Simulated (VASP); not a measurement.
Input of a VASP 6.6.1 run:

The input POSCAR:

```
TiB2
1.0
    2.9882598462      0.0000000000      0.0000000000
   -1.4941299231      2.5879089399      0.0000000000
    0.0000000000      0.0000000000      3.1847676243
Ti B
1 2
Direct
    0.0000000000      0.0000000000      0.0000000000
    0.6666666667      0.3333333333      0.5000000000
    0.3333333333      0.6666666667      0.5000000000
```

INCAR.step1

```
ALGO     = Normal         # electronic algorithm
EDIFF    = 1E-4           # SCF threshold, eV
ENCUT    = 520            # plane-wave cutoff, eV
GGA      = PE             # functional
ISMEAR   = -1             # smearing method
LASPH    = T              # aspherical terms in the spheres
LCHARG   = F              # write CHGCAR
LREAL    = F              # projectors in reciprocal space
LWAVE    = T              # write WAVECAR
NBANDS   = 16             # bands
NELM     = 100            # most SCF steps
PREC     = Accurate       # precision mode
SIGMA    = 0.05           # smearing width, eV
```

The input INCAR.step2:

```
ALGO     = Normal         # electronic algorithm
EDIFF    = 1E-6           # SCF threshold, eV
ENCUT    = 520            # plane-wave cutoff, eV
ISIF     = 2              # what is computed and relaxed
ISMEAR   = -1             # smearing method
ISTART   = 1            
LASPH    = T              # aspherical terms in the spheres
LCHARG   = F              # write CHGCAR
LMIXTAU  = T            
LREAL    = F              # projectors in reciprocal space
LWAVE    = F              # write WAVECAR
METAGGA  = R2SCAN         # meta-GGA
NBANDS   = 16             # bands
NELM     = 100            # most SCF steps
PREC     = Accurate       # precision mode
SIGMA    = 0.05           # smearing width, eV
```

Contents of KPOINTS:

```
k-points
0
Gamma
  10 10 8
```

Potentials or basis: VASP PAW PBE potentials, release 64 (Ti_sv, B).

Run with:

```console
$ cat potpaw_PBE.64/Ti_sv/POTCAR potpaw_PBE.64/B/POTCAR > POTCAR
$ cp INCAR.step1 INCAR
$ mpirun -np 1 vasp_std > vasp.out
$ cp INCAR.step2 INCAR
$ mpirun -np 1 vasp_std > vasp.out
```

Task: Estimate the band gap on the k mesh.

Result: Zero (band 9 reaches 11.07 eV, above the bottom of band 10 at 10.38 eV).

Task: Estimate the pressure.

Result: 11.2 GPa.

Stress tensor (GPa, compression positive):
```
11.76  0.00  0.00
 0.00 11.76  0.00
 0.00  0.00 10.07
```

Caveat: the PAW data sets were made with another functional, which shifts forces and pressure a little.
